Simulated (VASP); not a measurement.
Write the native input for VASP 6.6.1 that does the following.

```
Task                   : relaxation of cell and atoms
Functional             : PBE
Potentials or basis    : VASP PAW PBE potentials, release 64 (Se, S)
Cutoff                 : 600 eV
k mesh                 : 4 × 4 × 4
Occupations            : gaussian, width 0.1 eV
Spin                   : no spin polarisation
Dipole correction      : no
Further INCAR settings : ALGO = Normal; EDIFF = 1e-06; IBRION = 2; EDIFFG = -0.04; NSW = 90; ISIF = 3
```

The structure of SeS4 lies in POSCAR:

```
SeS4
1.0
    5.3199077400      0.0000000000      0.0000000000
    0.0000000000      5.3199077400      0.0000000000
    0.0000000000      0.0000000000      5.3199077400
Se S
1 4
Direct
    0.0000000000      0.0000000000      0.0000000000
    0.2437810800      0.7562189200      0.7562189200
    0.7562189200      0.2437810800      0.7562189200
    0.7562189200      0.7562189200      0.2437810800
    0.2437810800      0.2437810800      0.2437810800
```

One way to write it, as run:

INCAR

```
PREC = Accurate
ENCUT = 600
EDIFF = 1E-6
ISMEAR = 0
SIGMA = 0.1
LREAL = False
LASPH = True
NELM = 100
ALGO = Normal
ISIF = 3
LWAVE = False
LCHARG = False
GGA = PE
IBRION = 2
NSW = 90
EDIFFG = -0.04
```

KPOINTS

```
regular mesh
0
Gamma
  4 4 4
```

Potentials or basis: VASP PAW PBE potentials, release 64 (Se, S).

Run with:

```sh
$ cat potpaw_PBE.64/Se/POTCAR potpaw_PBE.64/S/POTCAR > POTCAR
$ mpirun -np 1 vasp_std > vasp.out
```

Results of the run:

```
Relaxed volume                         : 27.51 Å³/atom
Relaxed cell                           : a = 5.162 Å, b = 5.162 Å, c = 5.162 Å, α = 90.00°, β = 90.00°, γ = 90.00°
Space group after relaxing (to 0.05 Å) : P-43m (No. 215)
Energy gained by relaxing              : 58.7 meV/atom
Ionic steps                            : 5
Pressure after relaxing                : -0.2 GPa
Largest force after relaxing           : 0.037 eV/Å
Band gap on the k mesh                 : zero (band 15 reaches 1.56 eV, above the bottom of band 16 at 1.15 eV)
```

Run time: 58 s on 1 thread of Intel(R) Xeon(R) 6975P-C (Granite Rapids) (shared host), peak memory 0.34 GiB.
